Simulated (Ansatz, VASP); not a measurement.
# Two plane-wave programs on As

```xyz
2
Lattice="2.9223 0.0000 0.0000 -1.4612 2.5308 0.0000 0.0000 0.0000 4.9484" Properties=species:S:1:pos:R:3 pbc="T T T"
As    0.0000    1.6872    1.2371
As    1.4612    0.8436    3.7113
```

Alike in both runs: functional PBEsol; k mesh 6 × 6 × 4; occupations gaussian, width 0.1 eV; no spin polarisation.

Ansatz relaxed the structure, and its values are those at the end. VASP's run is a single point on that final structure, the one shown.

```csv
,VASP,Ansatz
version,VASP 6.6.1,Ansatz 0.2.0
potentials or method,"VASP PAW PBE potentials, release 64 (As), cutoff 520 eV","scalar-relativistic, plane waves, PAW"
valence electrons in the cell,10,30
```

```csv
,VASP,Ansatz,Ansatz less VASP
gap on the k mesh at the Fermi level (eV),none,none,-
pressure (GPa),0.2,0.0,-0.22
```

VASP's potentials were made for PBE, not for PBEsol. A gap of «none» marks a metal or a gap that the smearing closes. VASP's potentials hold 10 valence electrons a cell and Ansatz's 30, so a difference there can come from the potentials and not from the codes.

The k mesh is coarse, so the values compare programs but aren't converged.
